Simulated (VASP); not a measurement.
MgBe5ZnCdTe8, 16 atoms in the cell. The typed cell holds 16 atoms: a = 6.836 Å, b = 8.322 Å, c = 8.322 Å, α = 120.83°, β = 90.06°, γ = 89.94°. 

```yaml
Program: VASP 6.6.1
Task: single point
Functional: PBEsol
Potentials_or_basis: VASP PAW PBE potentials, release 64 (Be, Mg, Zn, Cd, Te)
Cutoff: 520 eV
k_mesh: 4 × 3 × 3
Occupations: gaussian, width 0.02 eV
Spin: no spin polarisation
Dipole_correction: no
Further_INCAR_settings: LREAL = Auto; ALGO = Normal; EDIFF = 1e-06; NBANDS = 56
```

Potentials or basis: VASP PAW PBE potentials, release 64 (Be, Mg, Zn, Cd, Te).

Run with:

```bash
$ cat potpaw_PBE.64/Be/POTCAR potpaw_PBE.64/Mg/POTCAR potpaw_PBE.64/Zn/POTCAR potpaw_PBE.64/Cd/POTCAR potpaw_PBE.64/Te/POTCAR > POTCAR
$ mpirun -np 1 vasp_std > vasp.out
```

Hardware: 1 thread of Oxide Virtual Turin-like Processor (shared host).

Task: Estimate the wall time of this run.

Result: Run time: 20 min on 1 thread of Oxide Virtual Turin-like Processor (shared host), peak memory 0.64 GiB. Counts: scf iterations 15, k points 19.
